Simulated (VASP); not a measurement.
A run of VASP 6.6.1:

File POSCAR:

```
CdAu
1.0
    3.4603188692      0.0000000000      0.0000000000
    0.0000000000      3.4603188692      0.0000000000
    0.0000000000      0.0000000000      3.4603188692
Cd Au
1 1
Direct
    0.5000000000      0.5000000000      0.5000000000
    0.0000000000      0.0000000000      0.0000000000
```

File INCAR.step1:

```
SYSTEM = CdAu
  PREC = Accurate
  ENCUT = 520
  ISMEAR = 0
  SIGMA = 0.1
  LREAL = .False.
  LASPH = .True.
  NELM = 80
  NBANDS = 18
  GGA = PE
  ALGO = Normal
  EDIFF = 1E-4
  LWAVE = .True.
  LCHARG = .False.
```

Contents of INCAR.step2:

```
SYSTEM = CdAu
  PREC = Accurate
  ENCUT = 520
  EDIFF = 1E-7
  ISMEAR = 0
  SIGMA = 0.1
  LREAL = .False.
  LASPH = .True.
  NELM = 80
  ALGO = Normal
  ISIF = 2
  LWAVE = .False.
  LCHARG = .False.
  METAGGA = R2SCAN
  LMIXTAU = .True.
  NBANDS = 18
  ISTART = 1
```

The input KPOINTS:

```
Automatic mesh
0
Gamma
  12 12 12
  0 0 0
```

Potentials or basis: VASP PAW PBE potentials, release 64 (Cd, Au).

The run is started by

```bash
$ cat potpaw_PBE.64/Cd/POTCAR potpaw_PBE.64/Au/POTCAR > POTCAR
$ cp INCAR.step1 INCAR
$ mpirun -np 1 vasp_std > vasp.out
$ cp INCAR.step2 INCAR
$ mpirun -np 1 vasp_std > vasp.out
```

Hardware: 1 thread of Intel(R) Xeon(R) 6975P-C (Granite Rapids), with other jobs on the host.

Task: How long does it take, and how much memory?

Result: It took 86 s on 1 thread of Intel(R) Xeon(R) 6975P-C (Granite Rapids), with other jobs on the host, peak memory 0.21 GiB. Counts: k points 84.
